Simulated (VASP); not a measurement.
# Sb (P6_3/mmc) in VASP: further runs

Sb is run at these levels: r2SCAN; tasks: single point.

Everything below comes from runs of VASP 6.6.1. Logs are shortened: lines on timing, memory, paths and dates and some standing lists are left out, and cuts for length are marked.

### 1 The cell of the first run

The structure is hexagonal, space group P6_3/mmc (No. 194). Conventional cell: a = 3.169 Å, b = 3.169 Å, c = 5.081 Å, α = 90.00°, β = 90.00°, γ = 120.00°. Sb (site symmetry -6m2) has 12 Sb at 3.13 to 3.17 Å within 4.1 Å.

This isn't the form of Sb at room conditions, which is rhombohedral.

### 2 Single point, r2SCAN

Input file POSCAR:

```
Sb
1.0
    3.1692344833      0.0000000000      0.0000000000
   -1.5846172417      2.7446375731      0.0000000000
    0.0000000000      0.0000000000      5.0809354293
Sb
2
Direct
    0.3333333333      0.6666666667      0.2500000000
    0.6666666667      0.3333333333      0.7500000000
```

Input file INCAR.step1:

```
ALGO = Normal
EDIFF = 1E-5
ENCUT = 550
GGA = PE
GGA_COMPAT = False
ISMEAR = -1
LASPH = True
LCHARG = False
LREAL = False
LWAVE = True
NBANDS = 12
NELM = 120
PREC = Accurate
SIGMA = 0.1
```

Input file INCAR.step2:

```
ALGO = Normal
EDIFF = 1E-6
ENCUT = 550
GGA_COMPAT = False
ISIF = 2
ISMEAR = -1
ISTART = 1
LASPH = True
LCHARG = False
LMIXTAU = True
LREAL = False
LWAVE = False
METAGGA = R2SCAN
NBANDS = 12
NELM = 120
PREC = Accurate
SIGMA = 0.1
```

Input file KPOINTS:

```
k-points
0
Gamma
  8 8 5
```

Potentials or basis: VASP PAW PBE potentials, release 64 (Sb).

Launch:

```bash
cat potpaw_PBE.64/Sb/POTCAR > POTCAR
cp INCAR.step1 INCAR
mpirun -np 1 vasp_std > vasp.out
cp INCAR.step2 INCAR
mpirun -np 1 vasp_std > vasp.out
```

OUTCAR:

```text
EDIFF = 1E-6
   ENCUT = 550
   ISIF = 2
   ISMEAR = -1
   ISTART = 1
   LASPH = True
   LREAL = False
   METAGGA = R2SCAN
   NELM = 120
   PREC = Accurate

 ion  position               nearest neighbor table
   1  0.333  0.667  0.250-   2 3.13   2 3.13   2 3.13   2 3.13   2 3.13   2 3.13
   2  0.667  0.333  0.750-   1 3.13   1 3.13   1 3.13   1 3.13   1 3.13   1 3.13

  LATTYP: Found a hexagonal cell.
 ALAT       =     3.1692344833
 C/A-ratio  =     1.6032059023

  Lattice vectors:

 A1 = (   3.1692344833,   0.0000000000,   0.0000000000)
 A2 = (  -1.5846172417,   2.7446375731,   0.0000000000)
 A3 = (   0.0000000000,   0.0000000000,   5.0809354293)

Analysis of symmetry for initial positions (statically):
=====================================================================
 Subroutine PRICEL returns:
 Original cell was already a primitive cell.

 Routine SETGRP: Setting up the symmetry group for a
 hexagonal supercell.

 Subroutine GETGRP returns: Found 24 space group operations
 (whereof 12 operations were pure point group operations)
 out of a pool of 24 trial point group operations.

The static configuration has the point symmetry D_3d.
 The point group associated with its full space group is D_6h.

Analysis of symmetry for dynamics (positions and initial velocities):
=====================================================================
 Subroutine PRICEL returns:
 Original cell was already a primitive cell.

 Routine SETGRP: Setting up the symmetry group for a
 hexagonal supercell.

 Subroutine GETGRP returns: Found 24 space group operations
 (whereof 12 operations were pure point group operations)
 out of a pool of 24 trial point group operations.

The dynamic configuration has the point symmetry D_3d.
 The point group associated with its full space group is D_6h.

 Subroutine INISYM returns: Found 24 space group operations
 (whereof 12 operations are pure point group operations),
 and found     1 'primitive' translations

----------------------------------------------------------------------------------------

                                     Primitive cell

  volume of cell :      44.1960

  direct lattice vectors                    reciprocal lattice vectors
     3.169234483  0.000000000  0.000000000     0.315533611  0.182173415  0.000000000
    -1.584617242  2.744637573  0.000000000     0.000000000  0.364346830  0.000000000
     0.000000000  0.000000000  5.080935429     0.000000000  0.000000000  0.196814152

  length of vectors
     3.169234483  3.169234483  5.080935429     0.364346830  0.364346830  0.196814152

  position of ions in fractional coordinates (direct lattice)
     0.333333333  0.666666667  0.250000000
     0.666666667  0.333333333  0.750000000

  ion indices of the primitive-cell ions
   primitive index   ion index
                 1           1
                 2           2

----------------------------------------------------------------------------------------

 KPOINTS: k-points

Automatic generation of k-mesh.
 Grid dimensions read from file:
 generate k-points for:    8    8    5

 Generating k-lattice:

  Cartesian coordinates                     Fractional coordinates (reciprocal lattice)
     0.039441701  0.022771677  0.000000000     0.125000000  0.000000000  0.000000000
     0.000000000  0.045543354  0.000000000     0.000000000  0.125000000  0.000000000
     0.000000000  0.000000000  0.039362830     0.000000000  0.000000000  0.200000000

  Length of vectors
     0.045543354  0.045543354  0.039362830

  Shift w.r.t. Gamma in fractional coordinates (k-lattice)
     0.000000000  0.000000000  0.000000000

 Subroutine IBZKPT returns following result:
 ===========================================

 Found     30 irreducible k-points:

 Following reciprocal coordinates:
            Coordinates               Weight
  0.000000  0.000000  0.000000      1.000000
  0.125000 -0.000000  0.000000      6.000000
  0.250000 -0.000000  0.000000      6.000000
  0.375000 -0.000000  0.000000      6.000000
  0.500000 -0.000000  0.000000      3.000000
  0.125000  0.125000  0.000000      6.000000
[... 16 lines left out ...]
  0.250000 -0.000000  0.400000     12.000000
  0.375000 -0.000000  0.400000     12.000000
 [... further k-points ...]
   k-points           NKPTS =     30   k-points in BZ     NKDIM =     30   number of bands    NBANDS=     12
   number of dos      NEDOS =    301   number of ions     NIONS =      2
   total plane-waves  NPLWV =  23040
   dimension x,y,z NGX =    24 NGY =   24 NGZ =   40
   dimension x,y,z NGXF=    48 NGYF=   48 NGZF=   80
   ions per type =               2
   NGX,Y,Z   is equivalent  to a cutoff of  12.59, 12.59, 13.09 a.u.
   NGXF,Y,Z  is equivalent  to a cutoff of  25.18, 25.18, 26.18 a.u.
 SYSTEM =  unknown system
   PREC   = accura    normal or accurate (medium, high low for compatibility)
   ISTART =      1    job   : 0-new  1-cont  2-samecut
   ICHARG =      0    charge: 1-file 2-atom 10-const
   ISPIN  =      1    spin polarized calculation?
   LNONCOLLINEAR =      F non collinear calculations
   LSORBIT =      F    spin-orbit coupling
   LASPH  =      T    aspherical Exc in radial PAW
   ENCUT  =  550.0 eV  40.42 Ry    6.36 a.u.   6.06  6.06  9.72*2*pi/ulx,y,z
   NELM   =    120;   NELMIN=  2; NELMDL=  0     # of ELM steps
   EDIFF  = 0.1E-05   stopping-criterion for ELM
   LREAL  =      F    real-space projection
   EDIFFG = 0.1E-04   stopping-criterion for IOM
   NSW    =      0    number of steps for IOM
   IBRION =     -1    ionic relax: 0-MD 1-quasi-New 2-CG
   NFREE  =      0    steps in history (QN), initial steepest desc. (CG)
   ISIF   =      2    stress and relaxation
   ISYM   =      2    0-nonsym 1-usesym 2-fastsym
   POTIM  = 0.5000    time-step for ionic-motion
   TEBEG  =    0.0;   TEEND  =   0.0 temperature during run
   PSTRESS=    0.0 pullay stress
   NELECT =      10.0000    total number of electrons
   NUPDOWN=      -1.0000    fix difference up-down
   EMIN   =  10.00;   EMAX   =-10.00  energy-range for DOS
   EFERMI =   0.00;   METHOD = LEGACY
   ISMEAR =    -1;   SIGMA  =   0.10  broadening in eV -4-tet -1-fermi 0-gaus
   EFERMI_NEDOS =   21; number of points for ismear=-14 and -15
   IALGO  =     38    algorithm
   IMIX   =      4    mixing-type and parameters
     AMIX     =   0.40;   BMIX     =  1.00
     AMIX_MAG =   1.60;   BMIX_MAG =  1.00
  volume/ion in A,a.u.               =      22.10       149.12
  Fermi-wavevector in a.u.,A,eV,Ry     =   0.997579  1.885150 13.540017  0.995163
  Thomas-Fermi vector in A             =   2.129744
   LORBIT       =      0    0 simple, 1 ext, 2 COOP (PROOUT), +10 PAW based schemes
   METAGGA = R2SCAN    functional components
   LHFCALC =     F    Hartree Fock is set to
   AEXX    =    0.0000 exact exchange contribution
   IVDW    =     0    specifies the selected vdW correction
   LEPSILON=     F    determine dielectric tensor
   LRPA    =     F    only Hartree local field effects (RPA)
 non-spin polarized calculation
  energy-cutoff  :      550.00
  volume of cell :       44.20
 maximum number of plane-waves:      1312
   NGX = 13   NGY = 13   NGZ = 19

 number of electron      10.0000000 magnetization

 Free energy of the ion-electron system (eV)
  ---------------------------------------------------
  ext. energy  EPLUGINS =         0.00000000
  ---------------------------------------------------
  free energy    TOTEN  =       -50.06541973 eV

  energy without entropy =      -50.02196249  energy(sigma->0) =      -50.04369111

 E-fermi :  11.3863     XC(G=0): -11.7951

 val. band max:       11.3259889687   @ k =   0.2500   0.1250   0.2000
 cond. band min:      11.4683863597   @ k =   0.3750   0.1250   0.4000
 fundamental gap:      0.1423973910
 Fermi energy:        11.3863061482

 k-point     1 :       0.0000    0.0000    0.0000
  band No.  band energies     occupation
      1      -4.0860      2.00000
      2       1.4510      2.00000
      3       3.7500      2.00000
      4      15.8609      0.00000
      5      15.8609      0.00000
      6      18.1049      0.00000
      7      18.1049      0.00000
      8      19.2038      0.00000
      9      20.2713      0.00000
     10      20.9518      0.00000
     11      22.7126      0.00000
     12      22.7126      0.00000

 k-point     2 :       0.1250   -0.0000    0.0000
  band No.  band energies     occupation
      1      -3.7426      2.00000
      2       1.7643      2.00000
      3       4.1079      2.00000
      4      12.9359      0.00000
      5      14.6134      0.00000
      6      16.6577      0.00000
      7      18.4912      0.00000
      8      18.5088      0.00000
      9      19.4614      0.00000
     10      21.9542      0.00000
     11      21.9864      0.00000
     12      22.5971      0.00000

 k-point     3 :       0.2500   -0.0000    0.0000
  band No.  band energies     occupation
      1      -2.7153      2.00000
      2       2.6744      2.00000
      3       5.1588      2.00000
      4       8.8757      2.00000
      5      12.9938      0.00000
      6      13.5793      0.00000
      7      15.8139      0.00000
      8      17.2780      0.00000
      9      17.6211      0.00000
     10      21.0705      0.00000
     11      22.1651      0.00000
     12      22.1754      0.00000

 k-point     4 :       0.3750   -0.0000    0.0000
  band No.  band energies     occupation
      1      -1.0340      2.00000
      2       3.6127      2.00000
      3       5.8786      2.00000
      4       6.7971      2.00000
      5      10.1709      1.99999
      6      11.9055      0.01106
      7      12.7403      0.00000
      8      16.2588      0.00000
      9      16.6354      0.00000
     10      20.3044      0.00000
     11      21.5016      0.00000
     12      21.6784      0.00000

 k-point     5 :       0.5000   -0.0000    0.0000
  band No.  band energies     occupation
      1       0.6936      2.00000
      2       2.1619      2.00000
      3       6.7612      2.00000
      4       7.6786      2.00000
      5       8.1849      2.00000
      6      10.8387      1.99167
      7      11.5277      0.39138
      8      15.9517      0.00000
      9      16.2653      0.00000
     10      20.0016      0.00000
     11      21.2781      0.00000
     12      21.5068      0.00000
[... 228 lines left out ...]
      1      -3.0535      2.00000
      2      -1.7699      2.00000
      3       9.0147      2.00000
      4      12.7476      0.00000
      5      16.6616      0.00000
      6      16.6616      0.00000
      7      17.4180      0.00000
      8      17.4180      0.00000
      9      20.8002      0.00000
     10      21.4167      0.00000
     11      21.5736      0.00000
     12      21.5736      0.00000

 k-point    22 :       0.1250   -0.0000    0.4000
  band No.  band energies     occupation
      1      -2.7104      2.00000
      2      -1.4287      2.00000
      3       9.2931      2.00000
      4      12.9023      0.00000
      5      13.9219      0.00000
      6      15.0500      0.00000
      7      15.5825      0.00000
      8      16.6797      0.00000
      9      19.1617      0.00000
     10      19.9593      0.00000
     11      22.6782      0.00000
     12      23.3584      0.00000

 k-point    23 :       0.2500   -0.0000    0.4000
  band No.  band energies     occupation
      1      -1.6856      2.00000
      2      -0.4125      2.00000
      3       9.2560      2.00000
      4      10.5936      1.99928
      5      11.0180      1.95095
      6      13.9276      0.00000
      7      14.0594      0.00000
      8      15.2965      0.00000
      9      17.7928      0.00000
     10      18.7049      0.00000
     11      21.8160      0.00000
     12      24.6665      0.00000

 k-point    24 :       0.3750   -0.0000    0.4000
  band No.  band energies     occupation
      1      -0.0182      2.00000
      2       1.2147      2.00000
      3       6.0138      2.00000
      4       7.2358      2.00000
      5      11.8728      0.01531
      6      13.0050      0.00000
      7      14.2770      0.00000
      8      14.4608      0.00000
      9      17.1442      0.00000
     10      18.1877      0.00000
     11      19.2512      0.00000
     12      21.9811      0.00000

 [... further k-points ...]

------------------------ aborting loop because EDIFF is reached ----------------------------------------

  FORCE on cell =-STRESS in cart. coord.  units (eV):
  Direction    XX          YY          ZZ          XY          YZ          ZX
  --------------------------------------------------------------------------------------
  -------------------------------------------------------------------------------------
  Total        5.5392772      5.5392772      5.5392771     -0.0000000      0.0000000      0.0000000
  in kB      200.8078215    200.8078215    200.8078200     -0.0000000      0.0000000      0.0000000
  external PRESSURE =     200.8078210 kB  Pullay stress =       0.0000000 kB

 VOLUME and BASIS-vectors are now :
 -----------------------------------------------------------------------------
  energy-cutoff  :      550.00
  volume of cell :       44.20
      direct lattice vectors                 reciprocal lattice vectors
     3.169234483  0.000000000  0.000000000     0.315533611  0.182173415  0.000000000
    -1.584617242  2.744637573  0.000000000     0.000000000  0.364346830  0.000000000
     0.000000000  0.000000000  5.080935429     0.000000000  0.000000000  0.196814152

 POSITION                                       TOTAL-FORCE (eV/Angst)
 -----------------------------------------------------------------------------------
     -0.00000      1.82976      1.27023         0.000000     -0.000000      0.000000
      1.58462      0.91488      3.81070        -0.000000      0.000000      0.000000
 -----------------------------------------------------------------------------------
    total drift:                                0.000000     -0.000000      0.000000

  FREE ENERGIE OF THE ION-ELECTRON SYSTEM (eV)
  ---------------------------------------------------
  free  energy   TOTEN  =       -50.0654197281 eV

  energy  without entropy=      -50.0219624943  energy(sigma->0) =      -50.04369111
```

Wall time 55 s (1 thread of Intel Xeon Platinum 8488C (Sapphire Rapids), shared host); peak memory 0.17 GiB.

Results:

* Free energy: -50.0654 eV
* Pressure: 20.1 GPa
* Band gap on the k mesh: zero (bands 5 and 6 overlap by 8.11 eV)

Caveat: the cell stands under pressure; the PAW data sets were made with another functional, which shifts forces and pressure a little; spin-orbit coupling is left out, which moves the levels of the heavy elements.

[end of part 1 of 2]
